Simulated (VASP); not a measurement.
# Be2C (Fm-3m) in VASP: single point with PBE

Aim: the single point of Be2C with PBE.

All numbers are computed with VASP 6.6.1; they aren't measurements. Logs are shortened: lines on timing, memory, paths and dates and some standing lists are left out, and cuts for length are marked.

## 1. The cell of the first run

It takes space group Fm-3m (No. 225, cubic). The conventional cell has a = 4.324 Å, b = 4.324 Å, c = 4.324 Å, α = 90.00°, β = 90.00°, γ = 90.00°. Be (site symmetry -43m) has 4 C at 1.87 Å and 6 Be at 2.16 Å within 2.5 Å. C (site symmetry m-3m) has 8 Be at 1.87 Å within 2.5 Å.

## 2. Single point, PBE

INCAR

```
SYSTEM = Be2C
PREC = Accurate
ENCUT = 600
EDIFF = 1E-6
ISMEAR = -1
SIGMA = 0.1
LREAL = .False.
LASPH = .True.
NELM = 120
ALGO = Normal
ISIF = 2
LWAVE = .False.
LCHARG = .False.
GGA = PE
NBANDS = 11
GGA_COMPAT = .False.
```

KPOINTS

```
Automatic mesh
0
Gamma
  10 10 10
  0 0 0
```

POSCAR

```
Be2C
1.0
    0.0000000000      2.1617970000      2.1617970000
    2.1617970000      0.0000000000      2.1617970000
    2.1617970000      2.1617970000      0.0000000000
Be C
2 1
Direct
    0.2500000000      0.2500000000      0.2500000000
    0.7500000000      0.7500000000      0.7500000000
    0.0000000000      0.0000000000      0.0000000000
```

Potentials or basis: VASP PAW PBE potentials, release 64 (Be, C).

Run with:

```bash
$ cat potpaw_PBE.64/Be/POTCAR potpaw_PBE.64/C/POTCAR > POTCAR
$ mpirun -np 1 vasp_std > vasp.out
```

OUTCAR:

```text
SYSTEM = Be2C
   PREC = Accurate
   ENCUT = 600
   EDIFF = 1E-6
   ISMEAR = -1
   LREAL = .False.
   LASPH = .True.
   NELM = 120
   ISIF = 2
   GGA = PE

 ion  position               nearest neighbor table
   1  0.250  0.250  0.250-   3 1.87   3 1.87   3 1.87   3 1.87   2 2.16   2 2.16   2 2.16   2 2.16
                             2 2.16   2 2.16
   2  0.750  0.750  0.750-   3 1.87   3 1.87   3 1.87   3 1.87   1 2.16   1 2.16   1 2.16   1 2.16
                             1 2.16   1 2.16
   3  0.000  0.000  0.000-   2 1.87   2 1.87   2 1.87   1 1.87   2 1.87   1 1.87   1 1.87   1 1.87

  LATTYP: Found a face centered cubic cell.
 ALAT       =     4.3235940000

  Lattice vectors:

 A1 = (   0.0000000000,   2.1617970000,   2.1617970000)
 A2 = (   2.1617970000,   0.0000000000,   2.1617970000)
 A3 = (   2.1617970000,   2.1617970000,   0.0000000000)

Analysis of symmetry for initial positions (statically):
=====================================================================
 Subroutine PRICEL returns:
 Original cell was already a primitive cell.

 Routine SETGRP: Setting up the symmetry group for a
 face centered cubic supercell.

 Subroutine GETGRP returns: Found 48 space group operations
 (whereof 48 operations were pure point group operations)
 out of a pool of 48 trial point group operations.

The static configuration has the point symmetry O_h .

Analysis of symmetry for dynamics (positions and initial velocities):
=====================================================================
 Subroutine PRICEL returns:
 Original cell was already a primitive cell.

 Routine SETGRP: Setting up the symmetry group for a
 face centered cubic supercell.

 Subroutine GETGRP returns: Found 48 space group operations
 (whereof 48 operations were pure point group operations)
 out of a pool of 48 trial point group operations.

The dynamic configuration has the point symmetry O_h .

 Subroutine INISYM returns: Found 48 space group operations
 (whereof 48 operations are pure point group operations),
 and found     1 'primitive' translations

----------------------------------------------------------------------------------------

                                     Primitive cell

  volume of cell :      20.2057

  direct lattice vectors                    reciprocal lattice vectors
     0.000000000  2.161797000  2.161797000    -0.231289062  0.231289062  0.231289062
     2.161797000  0.000000000  2.161797000     0.231289062 -0.231289062  0.231289062
     2.161797000  2.161797000  0.000000000     0.231289062  0.231289062 -0.231289062

  length of vectors
[... 96 lines left out ...]
   NUPDOWN=      -1.0000    fix difference up-down
   EMIN   =  10.00;   EMAX   =-10.00  energy-range for DOS
   EFERMI =   0.00;   METHOD = LEGACY
   ISMEAR =    -1;   SIGMA  =   0.10  broadening in eV -4-tet -1-fermi 0-gaus
   EFERMI_NEDOS =   21; number of points for ismear=-14 and -15
   IALGO  =     38    algorithm
   IMIX   =      4    mixing-type and parameters
     AMIX     =   0.40;   BMIX     =  1.00
     AMIX_MAG =   1.60;   BMIX_MAG =  1.00
  volume/ion in A,a.u.               =       6.74        45.45
  Fermi-wavevector in a.u.,A,eV,Ry     =   1.202117  2.271671 19.661565  1.445084
  Thomas-Fermi vector in A             =   2.337907
   LORBIT       =      0    0 simple, 1 ext, 2 COOP (PROOUT), +10 PAW based schemes
   GGA     = PE    functional components
   LHFCALC =     F    Hartree Fock is set to
   AEXX    =    0.0000 exact exchange contribution
   IVDW    =     0    specifies the selected vdW correction
   LEPSILON=     F    determine dielectric tensor
   LRPA    =     F    only Hartree local field effects (RPA)
 non-spin polarized calculation
  energy-cutoff  :      600.00
  volume of cell :       20.21
 maximum number of plane-waves:       692
   NGX = 13   NGY = 13   NGZ = 13

 number of electron       8.0000000 magnetization

 Free energy of the ion-electron system (eV)
  ---------------------------------------------------
  ext. energy  EPLUGINS =         0.00000000
  ---------------------------------------------------
  free energy    TOTEN  =       -17.45663680 eV

  energy without entropy =      -17.45660178  energy(sigma->0) =      -17.45661929

 E-fermi :   8.3702     XC(G=0): -11.4537

 val. band max:        7.7665538296   @ k =   0.0000   0.0000   0.0000
 cond. band min:       8.9258894008   @ k =   0.5000   0.5000   0.0000
 fundamental gap:      1.1593355712
 Fermi energy:         8.3701926141

 k-point     1 :       0.0000    0.0000    0.0000
  band No.  band energies     occupation
      1      -7.3016      2.00000
      2       7.7666      1.99523
      3       7.7666      1.99523
      4       7.7666      1.99523
      5      11.9022      0.00000
      6      11.9022      0.00000
      7      11.9022      0.00000
      8      14.5601      0.00000
      9      20.9661      0.00000
     10      20.9661      0.00000
     11      20.9661      0.00000
[... 309 lines left out ...]
 k-point    24 :       0.4000    0.3000    0.0000
  band No.  band energies     occupation
      1      -4.8165      2.00000
      2       2.2696      2.00000
      3       3.5830      2.00000
      4       3.7337      2.00000
      5      10.4967      0.00000
      6      13.5488      0.00000
      7      18.0682      0.00000
      8      18.2207      0.00000
      9      21.7018      0.00000
     10      24.7341      0.00000
     11      25.4563      0.00000

 [... further k-points ...]

------------------------ aborting loop because EDIFF is reached ----------------------------------------

  FORCE on cell =-STRESS in cart. coord.  units (eV):
  Direction    XX          YY          ZZ          XY          YZ          ZX
  --------------------------------------------------------------------------------------
  -------------------------------------------------------------------------------------
  Total        0.1186527      0.1186527      0.1186527     -0.0000000      0.0000000      0.0000000
  in kB        9.4083528      9.4083528      9.4083528     -0.0000000      0.0000000      0.0000000
  external PRESSURE =       9.4083528 kB  Pullay stress =       0.0000000 kB

 VOLUME and BASIS-vectors are now :
 -----------------------------------------------------------------------------
  energy-cutoff  :      600.00
  volume of cell :       20.21
      direct lattice vectors                 reciprocal lattice vectors
     0.000000000  2.161797000  2.161797000    -0.231289062  0.231289062  0.231289062
     2.161797000  0.000000000  2.161797000     0.231289062 -0.231289062  0.231289062
     2.161797000  2.161797000  0.000000000     0.231289062  0.231289062 -0.231289062

 POSITION                                       TOTAL-FORCE (eV/Angst)
 -----------------------------------------------------------------------------------
      1.08090      1.08090      1.08090         0.000000      0.000000     -0.000000
      3.24270      3.24270      3.24270        -0.000000      0.000000      0.000000
      0.00000      0.00000      0.00000        -0.000000     -0.000000     -0.000000
 -----------------------------------------------------------------------------------
    total drift:                               -0.000000     -0.000000      0.000000

  FREE ENERGIE OF THE ION-ELECTRON SYSTEM (eV)
  ---------------------------------------------------
  free  energy   TOTEN  =       -17.4566367970 eV

  energy  without entropy=      -17.4566017765  energy(sigma->0) =      -17.45661929
```

OSZICAR:

```text
N       E                     dE             d eps       ncg     rms          rms(c)
DAV:   1     0.624865604632E+01    0.62487E+01   -0.44444E+03  1034   0.753E+02
DAV:   2    -0.176937842162E+02   -0.23942E+02   -0.22545E+02  1308   0.133E+02
DAV:   3    -0.185607229084E+02   -0.86694E+00   -0.86308E+00  1378   0.199E+01
DAV:   4    -0.185658940806E+02   -0.51712E-02   -0.51701E-02  1204   0.179E+00
DAV:   5    -0.185659204459E+02   -0.26365E-04   -0.26366E-04  1320   0.112E-01    0.535E+00
DAV:   6    -0.175188995396E+02    0.10470E+01   -0.30920E+00  1085   0.835E+00    0.211E+00
DAV:   7    -0.174658786807E+02    0.53021E-01   -0.18805E-01  1251   0.299E+00    0.127E+00
DAV:   8    -0.174568265942E+02    0.90521E-02   -0.11338E-02  1109   0.121E+00    0.211E-01
DAV:   9    -0.174566362173E+02    0.19038E-03   -0.27616E-04  1305   0.106E-01    0.121E-01
DAV:  10    -0.174566373637E+02   -0.11464E-05   -0.15537E-04  1189   0.848E-02    0.114E-02
DAV:  11    -0.174566369147E+02    0.44899E-06   -0.19493E-05  1208   0.230E-02    0.286E-03
DAV:  12    -0.174566367970E+02    0.11767E-06   -0.77492E-07   627   0.645E-03
   1 F= -.17456637E+02 E0= -.17456619E+02  d E =-.350205E-04
```

stdout:

```text
POSCAR found type information on POSCAR BeC
 POSCAR found :  2 types and       3 ions
 scaLAPACK will be used
 LDA part: xc-table for (Slater+PW92), standard interpolation
 POSCAR, INCAR and KPOINTS ok, starting setup
 FFT: planning ... GRIDC
 FFT: planning ... GRID_SOFT
 FFT: planning ... GRID
 WAVECAR not read
 entering main loop
```

Wall time 10 s (1 thread of Intel Xeon 8259CL, shared host); peak memory 0.14 GiB.

What came out:

```yaml
Free_energy: -17.4566 eV
Pressure: 0.9 GPa
Band_gap_on_the_k_mesh: 1.16 eV, indirect (least direct gap 4.14 eV)
```

A k mesh can miss the band edges. A hybrid or GW would open this gap; PBE tends to underestimate it.
